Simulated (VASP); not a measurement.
Runs of VASP 6.6.1 on Al2O3. The structure is that of space group Immm (No. 71), or close to it. The cells are those of the table. 

| task | cell | k mesh | cutoff (eV) | smearing | gap on the mesh (eV) | pressure (GPa) | relaxed volume (Å³/atom) | largest force (eV/Å) |
| --- | --- | --- | --- | --- | --- | --- | --- | --- |
| relaxation of cell and atoms | relaxed from a = 4.628 Å, angles 147.4, 132.9, 58.5°, 5 atoms | 8 × 8 × 8 | 600 | gaussian 0.1 eV | 5.19 | -0.1 | 9.21 | 0.03 |
| single point | a = 4.983 Å, angles 147.4, 136.0, 55.9°, 5 atoms | 10 × 10 × 10 | 520 | gaussian 0.02 eV | 5.19 | -0.1 | - | 0.02 |
| single point | a = 4.628 Å, angles 147.4, 132.9, 58.5°, 5 atoms | 8 × 8 × 8 | 520 | gaussian 0.1 eV | 7.35 | (a) | - | 1.39 |
| relaxation of cell and atoms | relaxed from a = 4.982 Å, angles 147.4, 136.0, 55.9°, 5 atoms | 10 × 10 × 10 | 600 | gaussian 0.02 eV | 5.20 | 0.0 | (b) | 0.01 |
| single point | a = 4.982 Å, angles 147.4, 136.0, 55.9°, 5 atoms | 8 × 8 × 8 | 520 | gaussian 0.1 eV | 5.19 | 0.0 | - | 0.02 |

Alike in all rows: level PBE; potentials or basis VASP PAW PBE potentials, release 64 (Al, O); no spin polarisation.

Q: Estimate the missing entries.

A: (a) 39.5; (b) 9.19.

Caveats: the volume moved by over 15 % at a fixed basis, so the end points are rough (some runs); forces of over 1 eV/Å act on the atoms, so gaps and moduli don't describe the material at rest (some runs).

A k mesh can miss the band edges.
